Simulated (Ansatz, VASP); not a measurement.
## One calculation of TaHO2, two programs

```
Ta H O
1.0
     2.94043    0.00000    0.00000
    -1.47022    2.54649    0.00000
     0.00000    0.00000    5.62001
Ta H O
1 1 2
Direct
  0.33333 0.66667 0.00000
  0.66667 0.33333 0.50000
  0.00000 0.00000 0.21958
  0.00000 0.00000 0.78042
```

Alike in both runs: functional PBE; k mesh 6 × 6 × 4; occupations gaussian, width 0.1 eV; no spin polarisation.

Ansatz relaxed the structure, and its values are those at the end. VASP's run is a single point on that final structure, the one shown.

|  | VASP | Ansatz |
| --- | --- | --- |
| version | VASP 6.6.1 | Ansatz 0.2.0 |
| potentials or method | VASP PAW PBE potentials, release 64 (Ta_sv_GW, H, O), cutoff 700 eV | scalar-relativistic, plane waves, PAW |
| valence electrons in the cell | 26 | 26 |

|  | VASP | Ansatz | Ansatz less VASP |
| --- | --- | --- | --- |
| gap on the k mesh at the Fermi level (eV) | none | none | - |
| pressure (GPa) | 0.2 | 0.2 | 0.00 |
| rms of the force components (eV/Å) | 0.020 | 0.001 | -0.0194 |

A gap of «none» marks a metal or a gap that the smearing closes. The functional is the same, so the differences come from potentials, cutoffs and numerics.

The k mesh is coarse, so the values compare programs but aren't converged. Spin-orbit coupling is off throughout.
